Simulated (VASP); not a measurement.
Al, 1 atom in the cell. Symmetry: Im-3m, No. 229, cubic system. The conventional cell has a = 3.238 Å, b = 3.238 Å, c = 3.238 Å, α = 90.00°, β = 90.00°, γ = 90.00°. Within 3.7 Å of Al (site symmetry m-3m) lie 14 Al at 2.80 to 3.24 Å. This isn't the form of Al at room conditions, which is fcc.

| Property | Result |
| --- | --- |
| Program | VASP 6.6.1 |
| Task | single point |
| Functional | HSE06 |
| Potentials or basis | VASP PAW PBE potentials, release 64 (Al) |
| Cutoff | 400 eV |
| k mesh | 10 × 10 × 10 |
| Occupations | gaussian, width 0.05 eV |
| Spin | no spin polarisation |
| Dipole correction | no |
| Grid for exact exchange (PRECFOCK) | Normal |
| Further INCAR settings | ALGO = Normal; EDIFF = 1e-06; NBANDS = 8 |
| Share of exact exchange | 0.25 |
| Screening parameter | 0.2079 1/Å |

Potentials or basis: VASP PAW PBE potentials, release 64 (Al).

Launch:

```bash
$ cat potpaw_PBE.64/Al/POTCAR > POTCAR
$ cp INCAR.step1 INCAR
$ mpirun -np 1 vasp_std > vasp.out
$ cp INCAR.step2 INCAR
$ mpirun -np 1 vasp_std > vasp.out
```

Hardware: 1 thread of Intel Xeon 8259CL, with other jobs on the host.

Task: How long does it take, and how much memory?

Result: It took 9.7 min on 1 thread of Intel Xeon 8259CL (shared host), peak memory 0.23 GiB. Counts: k points 47.
